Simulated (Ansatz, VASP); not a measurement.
## Two plane-wave programs on Pt

```xyz
1
Lattice="2.5266 0.0000 0.0000 0.0000 2.5266 0.0000 0.0000 0.0000 2.5266" Properties=species:S:1:pos:R:3 pbc="T T T"
Pt    0.0000    0.0000    0.0000
```

Change from the starting cell: volume scaled by 0.95, PAW files.

Alike in both runs: task single point; functional LDA; k mesh 17 × 17 × 17; occupations fermi-dirac, width 0.1 eV; no spin polarisation.

|  | VASP | Ansatz |
| --- | --- | --- |
| version | VASP 6.6.1 | Ansatz 0.2.0 |
| potentials or method | VASP PAW LDA potentials, release 64 (Pt) | PAW with Ansatz's default frozen-core files, scalar-relativistic |
| plane-wave cutoff (eV) | 520 | 420 |
| valence electrons in the cell | 10 | 18 |

Ansatz gave:

```
pressure (GPa) : 13.7
```

**Question.** Which values does VASP return?

**Answer.** Pressure (GPa): 14.2.

LDA's correlation is that of Perdew and Zunger in VASP and of Perdew and Wang (1992) in Ansatz. VASP's potentials hold 10 valence electrons a cell and Ansatz's 18, so a difference there can come from the potentials and not from the codes.

Neither program's run includes spin-orbit coupling.
